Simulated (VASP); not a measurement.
Write the native input for VASP 6.6.1 that does the following.

- Task: single point
- Functional: PBEsol
- Potentials or basis: VASP PAW PBE potentials, release 64 (Pb_d)
- Cutoff: 520 eV
- k mesh: 9 × 9 × 9
- Occupations: fermi-dirac, width 0.05 eV
- Spin: no spin polarisation
- Dipole correction: no
- Further INCAR settings: ALGO = Normal; EDIFF = 1e-07; NBANDS = 13

The structure of Pb lies in POSCAR:

```
Pb
1.0
    0.0000000000      2.2797857630      2.2797857630
    2.2797857630      0.0000000000      2.2797857630
    2.2797857630      2.2797857630      0.0000000000
Pb
1
Direct
    0.0000000000      0.0000000000      0.0000000000
```

The input as run:

INCAR

```
SYSTEM = Pb
  PREC = Accurate
  ENCUT = 520
  EDIFF = 1E-7
  ISMEAR = -1
  SIGMA = 0.05
  LREAL = .False.
  LASPH = .True.
  NELM = 100
  ALGO = Normal
  ISIF = 2
  LWAVE = .False.
  LCHARG = .False.
  GGA = PS
  NBANDS = 13
```

KPOINTS

```
regular mesh
0
Gamma
  9 9 9
  0 0 0
```

Potentials or basis: VASP PAW PBE potentials, release 64 (Pb_d).

Command:

```console
$ cat potpaw_PBE.64/Pb_d/POTCAR > POTCAR
$ mpirun -np 1 vasp_std > vasp.out
```

It gave:

| Quantity | Value |
| --- | --- |
| Pressure | 19.9 GPa |
| Band gap on the k mesh | zero (band 7 reaches 19.66 eV, above the bottom of band 8 at 8.12 eV) |

Caveat: the PAW data sets were made with another functional, which shifts forces and pressure a little; spin-orbit coupling is left out, which moves the levels of the heavy elements.

Run time: 10 s on 1 thread of Intel(R) Xeon(R) Platinum 8375C CPU @ 2.90GHz (Ice Lake) (shared host), peak memory 0.14 GiB.
